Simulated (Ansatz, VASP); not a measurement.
## One calculation of Al3InSb4, two programs

```
Al In Sb
1.0
    -3.16110    3.16110    6.31680
     3.16110   -3.16110    6.31680
     3.16110    3.16110   -6.31680
Al In Sb
3 1 4
Direct
  0.50000 0.50000 0.00000
  0.25000 0.75000 0.50000
  0.75000 0.25000 0.50000
  0.00000 0.00000 0.00000
  0.86843 0.86843 0.47805
  0.39038 0.39038 0.52195
  0.13157 0.60962 0.00000
  0.60962 0.13157 0.00000
```

Alike in both runs: functional PBE; k mesh 6 × 6 × 6; occupations gaussian, width 0.02 eV; no spin polarisation.

Ansatz relaxed the structure, and its values are those at the end. VASP's run is a single point on that final structure, the one shown.

```csv
,VASP,Ansatz
version,VASP 6.6.1,Ansatz 0.2.0
potentials or method,"VASP PAW PBE potentials, release 64 (Al, In_d, Sb), cutoff 520 eV","scalar-relativistic, plane waves, PAW"
valence electrons in the cell,42,82
```

```csv
,VASP,Ansatz,Ansatz less VASP
gap on the k mesh at the Fermi level (eV),0.79,0.79,-0.004
least direct gap on the mesh (eV),0.79,0.79,-0.004
pressure (GPa),0.1,0.0,-0.12
rms of the force components (eV/Å),0.006,0.000,-0.0055
```

With one functional, cell and mesh, what is left measures potentials, basis and numerics. VASP's potentials hold 42 valence electrons a cell and Ansatz's 82, so a difference there can come from the potentials and not from the codes.

Neither program's run includes spin-orbit coupling.
